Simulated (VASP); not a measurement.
# Li (P6/mmm) in VASP: further runs

Runs on Li. Level: r2SCAN. Tasks: single point.

All numbers are computed with VASP 6.6.1; they aren't measurements. Logs are shortened: lines on timing, memory, paths and dates and some standing lists are left out, and cuts for length are marked.

## 1. The cell of the first run

Symmetry: P6/mmm, No. 191, hexagonal system. Conventional cell: a = 5.030 Å, b = 5.030 Å, c = 2.936 Å, α = 90.00°, β = 90.00°, γ = 120.00°. Within 3.9 Å of Li (site symmetry 6/mmm) lie 14 Li at 2.94 to 3.25 Å. Li (site symmetry -6m2) has 11 Li at 2.90 to 3.25 Å within 3.8 Å.

This isn't the form of Li at room conditions, which is bcc.

## 2. Single point, r2SCAN

Input file POSCAR:

```
Li
1.0
    5.0300105213      0.0000000000      0.0000000000
   -2.5150052657      4.3561168983      0.0000000000
    0.0000000000      0.0000000000      2.9362095006
Li
3
Direct
    0.0000000000      0.0000000000      0.0000000000
    0.6666666667      0.3333333333      0.5000000000
    0.3333333333      0.6666666667      0.5000000000
```

Input file INCAR.step1:

```
ALGO = Normal ; EDIFF = 1E-4
ENCUT = 520 ; GGA = PE
ISMEAR = -1 ; LASPH = True
LCHARG = False ; LREAL = False
LWAVE = True ; NBANDS = 12
NELM = 100 ; PREC = Accurate
SIGMA = 0.2
```

Input file INCAR.step2:

```
ALGO = Normal ; EDIFF = 1E-7
ENCUT = 520 ; ISIF = 2
ISMEAR = -1 ; ISTART = 1
LASPH = True ; LCHARG = False
LMIXTAU = True ; LREAL = False
LWAVE = False ; METAGGA = R2SCAN
NBANDS = 12 ; NELM = 100
PREC = Accurate ; SIGMA = 0.2
```

Input file KPOINTS:

```
k-points
0
Gamma
  7 7 10
```

Potentials or basis: VASP PAW PBE potentials, release 64 (Li_sv).

The run is started by

```bash
$ cat potpaw_PBE.64/Li_sv/POTCAR > POTCAR
$ cp INCAR.step1 INCAR
$ mpirun -np 1 vasp_std > vasp.out
$ cp INCAR.step2 INCAR
$ mpirun -np 1 vasp_std > vasp.out
```

OUTCAR:

```text
EDIFF = 1E-7
   ENCUT = 520
   ISIF = 2
   ISMEAR = -1
   ISTART = 1
   LASPH = True
   LREAL = False
   METAGGA = R2SCAN
   NELM = 100
   PREC = Accurate

 ion  position               nearest neighbor table
   1  0.000  0.000  0.000-
   2  0.667  0.333  0.500-
   3  0.333  0.667  0.500-

  LATTYP: Found a hexagonal cell.
 ALAT       =     5.0300105213
 C/A-ratio  =     0.5837382423

  Lattice vectors:

 A1 = (   5.0300105213,   0.0000000000,   0.0000000000)
 A2 = (  -2.5150052657,   4.3561168983,   0.0000000000)
 A3 = (   0.0000000000,   0.0000000000,   2.9362095006)

Analysis of symmetry for initial positions (statically):
=====================================================================
 Subroutine PRICEL returns:
 Original cell was already a primitive cell.

 Routine SETGRP: Setting up the symmetry group for a
 hexagonal supercell.

 Subroutine GETGRP returns: Found 24 space group operations
 (whereof 24 operations were pure point group operations)
 out of a pool of 24 trial point group operations.

The static configuration has the point symmetry D_6h.

Analysis of symmetry for dynamics (positions and initial velocities):
=====================================================================
 Subroutine PRICEL returns:
 Original cell was already a primitive cell.

 Routine SETGRP: Setting up the symmetry group for a
 hexagonal supercell.

 Subroutine GETGRP returns: Found 24 space group operations
 (whereof 24 operations were pure point group operations)
 out of a pool of 24 trial point group operations.

The dynamic configuration has the point symmetry D_6h.

 Subroutine INISYM returns: Found 24 space group operations
 (whereof 24 operations are pure point group operations),
 and found     1 'primitive' translations

----------------------------------------------------------------------------------------

                                     Primitive cell

  volume of cell :      64.3362

  direct lattice vectors                    reciprocal lattice vectors
     5.030010521  0.000000000  0.000000000     0.198806741  0.114781126  0.000000000
    -2.515005266  4.356116898  0.000000000     0.000000000  0.229562251  0.000000000
     0.000000000  0.000000000  2.936209501     0.000000000  0.000000000  0.340575153

  length of vectors
     5.030010521  5.030010529  2.936209501     0.229562251  0.229562251  0.340575153

  position of ions in fractional coordinates (direct lattice)
     0.000000000  0.000000000  0.000000000
     0.666666667  0.333333333  0.500000000
     0.333333333  0.666666667  0.500000000

  ion indices of the primitive-cell ions
   primitive index   ion index
                 1           1
                 2           2
                 3           3

----------------------------------------------------------------------------------------

 KPOINTS: k-points

Automatic generation of k-mesh.
 Grid dimensions read from file:
 generate k-points for:    7    7   10

 Generating k-lattice:

  Cartesian coordinates                     Fractional coordinates (reciprocal lattice)
     0.028400963  0.016397304  0.000000000     0.142857143  0.000000000  0.000000000
     0.000000000  0.032794607  0.000000000     0.000000000  0.142857143  0.000000000
     0.000000000  0.000000000  0.034057515     0.000000000  0.000000000  0.100000000

  Length of vectors
     0.032794607  0.032794607  0.034057515

  Shift w.r.t. Gamma in fractional coordinates (k-lattice)
     0.000000000  0.000000000  0.000000000

 Subroutine IBZKPT returns following result:
 ===========================================

 Found     48 irreducible k-points:

 Following reciprocal coordinates:
            Coordinates               Weight
  0.000000  0.000000  0.000000      1.000000
  0.142857  0.000000  0.000000      6.000000
  0.285714  0.000000  0.000000      6.000000
  0.428571  0.000000  0.000000      6.000000
  0.142857  0.142857  0.000000      6.000000
  0.285714  0.142857  0.000000     12.000000
[... 16 lines left out ...]
  0.428571  0.142857  0.200000     12.000000
  0.285714  0.285714  0.200000     12.000000
 [... further k-points ...]
   k-points           NKPTS =     48   k-points in BZ     NKDIM =     48   number of bands    NBANDS=     12
   number of dos      NEDOS =    301   number of ions     NIONS =      3
   total plane-waves  NPLWV =  38400
   dimension x,y,z NGX =    40 NGY =   40 NGZ =   24
   dimension x,y,z NGXF=    80 NGYF=   80 NGZF=   48
   ions per type =               3
   NGX,Y,Z   is equivalent  to a cutoff of  13.22, 13.22, 13.59 a.u.
   NGXF,Y,Z  is equivalent  to a cutoff of  26.44, 26.44, 27.18 a.u.
 SYSTEM =  unknown system
   PREC   = accura    normal or accurate (medium, high low for compatibility)
   ISTART =      1    job   : 0-new  1-cont  2-samecut
   ICHARG =      0    charge: 1-file 2-atom 10-const
   ISPIN  =      1    spin polarized calculation?
   LNONCOLLINEAR =      F non collinear calculations
   LSORBIT =      F    spin-orbit coupling
   LASPH  =      T    aspherical Exc in radial PAW
   ENCUT  =  520.0 eV  38.22 Ry    6.18 a.u.   9.35  9.35  5.46*2*pi/ulx,y,z
   NELM   =    100;   NELMIN=  2; NELMDL=  0     # of ELM steps
   EDIFF  = 0.1E-06   stopping-criterion for ELM
   LREAL  =      F    real-space projection
   EDIFFG = 0.1E-05   stopping-criterion for IOM
   NSW    =      0    number of steps for IOM
   IBRION =     -1    ionic relax: 0-MD 1-quasi-New 2-CG
   NFREE  =      0    steps in history (QN), initial steepest desc. (CG)
   ISIF   =      2    stress and relaxation
   ISYM   =      2    0-nonsym 1-usesym 2-fastsym
   POTIM  = 0.5000    time-step for ionic-motion
   TEBEG  =    0.0;   TEEND  =   0.0 temperature during run
   PSTRESS=    0.0 pullay stress
   NELECT =       9.0000    total number of electrons
   NUPDOWN=      -1.0000    fix difference up-down
   EMIN   =  10.00;   EMAX   =-10.00  energy-range for DOS
   EFERMI =   0.00;   METHOD = LEGACY
   ISMEAR =    -1;   SIGMA  =   0.20  broadening in eV -4-tet -1-fermi 0-gaus
   EFERMI_NEDOS =   21; number of points for ismear=-14 and -15
   IALGO  =     38    algorithm
   IMIX   =      4    mixing-type and parameters
     AMIX     =   0.40;   BMIX     =  1.00
     AMIX_MAG =   1.60;   BMIX_MAG =  1.00
  volume/ion in A,a.u.               =      21.45       144.72
  Fermi-wavevector in a.u.,A,eV,Ry     =   0.849840  1.605965  9.826509  0.722228
  Thomas-Fermi vector in A             =   1.965724
   LORBIT       =      0    0 simple, 1 ext, 2 COOP (PROOUT), +10 PAW based schemes
   METAGGA = R2SCAN    functional components
   LHFCALC =     F    Hartree Fock is set to
   AEXX    =    0.0000 exact exchange contribution
   IVDW    =     0    specifies the selected vdW correction
   LEPSILON=     F    determine dielectric tensor
   LRPA    =     F    only Hartree local field effects (RPA)
 non-spin polarized calculation
  energy-cutoff  :      520.00
  volume of cell :       64.34
 maximum number of plane-waves:      1757
 NGX is ok and might be reduce to    40
   NGX = 19   NGY = 19   NGZ = 11

 number of electron       8.9999997 magnetization

 Free energy of the ion-electron system (eV)
  ---------------------------------------------------
  ext. energy  EPLUGINS =         0.00000000
  ---------------------------------------------------
  free energy    TOTEN  =        -7.19789402 eV

  energy without entropy =       -7.02208974  energy(sigma->0) =       -7.10999188

 E-fermi :   0.4995     XC(G=0):  -7.3027

 val. band max:        0.4931525038   @ k =   0.2857   0.2857   0.3000
 cond. band min:       0.5476791909   @ k =   0.2857   0.2857   0.4000
 fundamental gap:      0.0545266872
 Fermi energy:         0.4994994793

 k-point     1 :       0.0000    0.0000    0.0000
  band No.  band energies     occupation
      1     -47.7997      2.00000
      2     -47.7824      2.00000
      3     -47.6896      2.00000
      4      -3.2668      2.00000
      5       2.6917      0.00003
      6       2.6920      0.00003
      7       2.7454      0.00003
      8       2.7457      0.00003
      9       6.5750      0.00000
     10       6.7502      0.00000
     11      11.3916      0.00000
     12      15.5917      0.00000

 k-point     2 :       0.1429    0.0000    0.0000
  band No.  band energies     occupation
      1     -47.7989      2.00000
      2     -47.7832      2.00000
      3     -47.6896      2.00000
      4      -3.1351      2.00000
      5       1.3658      0.02595
      6       1.6892      0.00521
      7       3.5463      0.00000
      8       4.0880      0.00000
      9       7.0697      0.00000
     10       7.2993      0.00000
     11      11.5532      0.00000
     12      14.6627      0.00000

 k-point     3 :       0.2857    0.0000    0.0000
  band No.  band energies     occupation
      1     -47.7968      2.00000
      2     -47.7852      2.00000
      3     -47.6898      2.00000
      4      -2.7383      2.00000
      5       0.0091      1.84143
      6       1.0022      0.14981
      7       3.7008      0.00000
      8       5.7916      0.00000
      9       8.0532      0.00000
     10       9.0335      0.00000
     11      12.0350      0.00000
     12      12.6819      0.00000
[... 286 lines left out ...]
 k-point    23 :       0.4286    0.1429    0.2000
  band No.  band energies     occupation
      1     -47.7897      2.00000
      2     -47.7853      2.00000
      3     -47.6865      2.00000
      4      -0.9764      1.99875
      5      -0.9474      1.99856
      6       0.7540      0.43773
      7       4.6843      0.00000
      8       7.8371      0.00000
      9       8.4579      0.00000
     10       9.3274      0.00000
     11       9.7127      0.00000
     12      10.2144      0.00000

 k-point    24 :       0.2857    0.2857    0.2000
  band No.  band energies     occupation
      1     -47.7891      2.00000
      2     -47.7860      2.00000
      3     -47.6865      2.00000
      4      -1.0982      1.99932
      5      -0.2099      1.94399
      6      -0.1609      1.92899
      7       6.2546      0.00000
      8       6.3653      0.00000
      9       8.0783      0.00000
     10       9.4513      0.00000
     11       9.7540      0.00000
     12      10.2014      0.00000

 [... further k-points ...]
[... 5 lines left out ...]
  --------------------------------------------------------------------------------------
  -------------------------------------------------------------------------------------
  Total       -0.1689321     -0.1689321     -0.0434462      0.0000000      0.0000000      0.0000000
  in kB       -4.2069488     -4.2069488     -1.0819493      0.0000000      0.0000000      0.0000000
  external PRESSURE =      -3.1652823 kB  Pullay stress =       0.0000000 kB

 VOLUME and BASIS-vectors are now :
 -----------------------------------------------------------------------------
  energy-cutoff  :      520.00
  volume of cell :       64.34
      direct lattice vectors                 reciprocal lattice vectors
     5.030010521  0.000000000  0.000000000     0.198806741  0.114781126  0.000000000
    -2.515005266  4.356116898  0.000000000     0.000000000  0.229562251  0.000000000
     0.000000000  0.000000000  2.936209501     0.000000000  0.000000000  0.340575153

 POSITION                                       TOTAL-FORCE (eV/Angst)
 -----------------------------------------------------------------------------------
      0.00000      0.00000      0.00000         0.000000      0.000000      0.000000
      2.51501      1.45204      1.46810        -0.000000     -0.000000     -0.000000
     -0.00000      2.90408      1.46810         0.000000      0.000000      0.000000
 -----------------------------------------------------------------------------------
    total drift:                               -0.000000      0.000000      0.000000

  FREE ENERGIE OF THE ION-ELECTRON SYSTEM (eV)
  ---------------------------------------------------
  free  energy   TOTEN  =        -7.1978940185 eV

  energy  without entropy=       -7.0220897389  energy(sigma->0) =       -7.10999188
```

Wall time 4.1 min (1 thread of Intel Xeon 8259CL, shared host); peak memory 0.2 GiB.

Results:

| Item | Value |
| --- | --- |
| Free energy | -7.1979 eV |
| Band gap on the k mesh | zero (an odd number of electrons rules out a gap without spin polarisation) |

Caveat: the cutoff is under 1.25 times the usual one of these potentials, so pressure, stress and relaxed cells hold a basis-set (Pulay) error; the PAW data sets were made with another functional, which shifts forces and pressure a little.

## 3. Single point, r2SCAN

This run uses another cell than the first one, of 21.96 Å³/atom.

Input file POSCAR:

```
Li
1.0
    5.0696185341      0.0000000000      0.0000000000
   -2.5348092722      4.3904184436      0.0000000000
    0.0000000000      0.0000000000      2.9593302124
Li
3
Direct
    0.0000000000      0.0000000000      0.0000000000
    0.6666666667      0.3333333333      0.5000000000
    0.3333333333      0.6666666667      0.5000000000
```

Input file INCAR.step1:

```
SYSTEM = Li
PREC = Accurate
ENCUT = 520
ISMEAR = -1
SIGMA = 0.2
LREAL = .False.
LASPH = .True.
NELM = 100
NBANDS = 12
GGA = PE
ALGO = Normal
EDIFF = 1E-4
LWAVE = .True.
LCHARG = .False.
```

Input file INCAR.step2:

```
SYSTEM = Li
PREC = Accurate
ENCUT = 520
EDIFF = 1E-6
ISMEAR = -1
SIGMA = 0.2
LREAL = .False.
LASPH = .True.
NELM = 100
ALGO = Normal
ISIF = 2
LWAVE = .False.
LCHARG = .False.
METAGGA = R2SCAN
LMIXTAU = .True.
NBANDS = 12
ISTART = 1
```

Input file KPOINTS:

```
Automatic mesh
0
Gamma
  7 7 10
  0 0 0
```

Potentials or basis: VASP PAW PBE potentials, release 64 (Li_sv).

The run is started by

```bash
$ cat potpaw_PBE.64/Li_sv/POTCAR > POTCAR
$ cp INCAR.step1 INCAR
$ mpirun -np 1 vasp_std > vasp.out
$ cp INCAR.step2 INCAR
$ mpirun -np 1 vasp_std > vasp.out
```

It took 3.2 min on 1 thread of Intel Xeon 8259CL, shared host; peak memory 0.2 GiB.

It converged, with:

```
Free energy            : -7.1959 eV
Band gap on the k mesh : zero (an odd number of electrons rules out a gap without spin polarisation)
```

Levels at points of the mesh, in eV from the Fermi level:
```tsv
k point	band 2	band 3	band 4	band 5	band 6	band 7
(0.00, 0.00, 0.00)	-48.34	-48.24	-3.73	2.17	2.17	2.22
(0.00, 0.00, 0.50)	-48.33	-48.24	-0.52	0.14	5.65	5.72
```

Caveat: the cutoff is under 1.25 times the usual one of these potentials, so pressure, stress and relaxed cells hold a basis-set (Pulay) error; the PAW data sets were made with another functional, which shifts forces and pressure a little.

## 4. Single point, r2SCAN

This run uses another cell than the first one, of 22.47 Å³/atom.

Input file POSCAR:

```
Li
1.0
    5.1086171323      0.0000000000      0.0000000000
   -2.5543085713      4.4241922205      0.0000000000
    0.0000000000      0.0000000000      2.9820951856
Li
3
Direct
    0.0000000000      0.0000000000      0.0000000000
    0.6666666667      0.3333333333      0.5000000000
    0.3333333333      0.6666666667      0.5000000000
```

Input file INCAR.step1:

```
PREC = Accurate ; ENCUT = 520
ISMEAR = -1 ; SIGMA = 0.2
LREAL = False ; LASPH = True
NELM = 60 ; NBANDS = 12
GGA = PE ; ALGO = Normal
EDIFF = 1E-4 ; LWAVE = True
LCHARG = False
```

Input file INCAR.step2:

```
PREC = Accurate ; ENCUT = 520
EDIFF = 1E-6 ; ISMEAR = -1
SIGMA = 0.2 ; LREAL = False
LASPH = True ; NELM = 60
ALGO = Normal ; ISIF = 2
LWAVE = False ; LCHARG = False
METAGGA = R2SCAN ; LMIXTAU = True
NBANDS = 12 ; ISTART = 1
```

Input file KPOINTS:

```
Automatic mesh
0
Gamma
  7 7 10
```

The run is started by

```bash
$ cat potpaw_PBE.64/Li_sv/POTCAR > POTCAR
$ cp INCAR.step1 INCAR
$ mpirun -np 1 vasp_std > vasp.out
$ cp INCAR.step2 INCAR
$ mpirun -np 1 vasp_std > vasp.out
```

Wall time 2.8 min (1 thread of Intel Xeon 8259CL, shared host); peak memory 0.2 GiB.

The run converged. Its results:

- Free energy: -7.1908 eV
- Band gap on the k mesh: zero (an odd number of electrons rules out a gap without spin polarisation)

Levels at points of the mesh, in eV from the Fermi level:
```
           k point  band 1  band 2  band 3  band 4  band 5  band 6  band 7  band 8  band 9
(0.00, 0.00, 0.00)  -48.42  -48.40  -48.27   -3.69    2.14    2.14    2.20    2.20    5.83
(0.00, 0.00, 0.50)  -48.41  -48.39  -48.27   -0.51    0.13    5.57    5.64    5.64    6.51
```

Caveat: the cutoff is under 1.25 times the usual one of these potentials, so pressure, stress and relaxed cells hold a basis-set (Pulay) error; the PAW data sets were made with another functional, which shifts forces and pressure a little.

## 5. Summary

| cell | gap on the mesh (eV) |
| --- | --- |
| a = 5.030, b = 5.030, c = 2.936 Å, angles 90.0, 90.0, 120.0°, 3 atoms | none |
| a = 5.070, b = 5.070, c = 2.959 Å, angles 90.0, 90.0, 120.0°, 3 atoms | none |
| a = 5.109, b = 5.109, c = 2.982 Å, angles 90.0, 90.0, 120.0°, 3 atoms | none |

Alike in all rows: task single point; level r2SCAN; potentials or basis VASP PAW PBE potentials, release 64 (Li_sv); no spin polarisation; k mesh 7 × 7 × 10; cutoff (eV) 520; smearing fermi-dirac 0.2 eV.

Caveats: the cutoff is under 1.25 times the usual one of these potentials, so pressure, stress and relaxed cells hold a basis-set (Pulay) error; the PAW data sets were made with another functional, which shifts forces and pressure a little.

Absolute energies hang on the potentials; compare differences alone.
